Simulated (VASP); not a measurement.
The system is MgSiSe3.

```xyz
5
Lattice="4.7340 0.0000 0.0000 0.0000 4.7340 0.0000 0.0000 0.0000 4.7340" Properties=species:S:1:pos:R:3 pbc="T T T"
Mg    0.0000    0.0000    0.0000
Si    2.3670    2.3670    2.3670
Se    0.0000    2.3670    2.3670
Se    2.3670    0.0000    2.3670
Se    2.3670    2.3670    0.0000
```

* Program: VASP 6.6.1
* Task: relaxation of cell and atoms
* Functional: PBE
* Potentials or basis: VASP PAW PBE potentials, release 64 (Mg, Si, Se)
* Cutoff: 600 eV
* k mesh: 4 × 4 × 4
* Occupations: gaussian, width 0.1 eV
* Spin: no spin polarisation

At the start: pressure 5.7 GPa; volume 21.22 Å³/atom.

**Question.** Where does the relaxation end?

**Answer.** Over 3 steps the energy falls by 30.1 meV/atom and the volume is 23.05 Å³/atom (+8.6 %); space group Pm-3m (No. 221, to 0.1 Å) before and after.

The path:
```
step  energy change (eV)  largest force (eV/Å)  pressure (GPa)  volume (Å³)
   1              0.0000                0.0000            5.70       106.09
   2             -0.1394                0.0000           -1.25       118.10
   3             -0.1506                0.0000            0.01       115.26
```

Final structure:
```
Mg Si Se
1.0
     4.86657    0.00000    0.00000
     0.00000    4.86657    0.00000
     0.00000    0.00000    4.86657
Mg Si Se
1 1 3
Direct
  0.00000 0.00000 0.00000
  0.50000 0.50000 0.50000
  0.00000 0.50000 0.50000
  0.50000 0.00000 0.50000
  0.50000 0.50000 0.00000
```
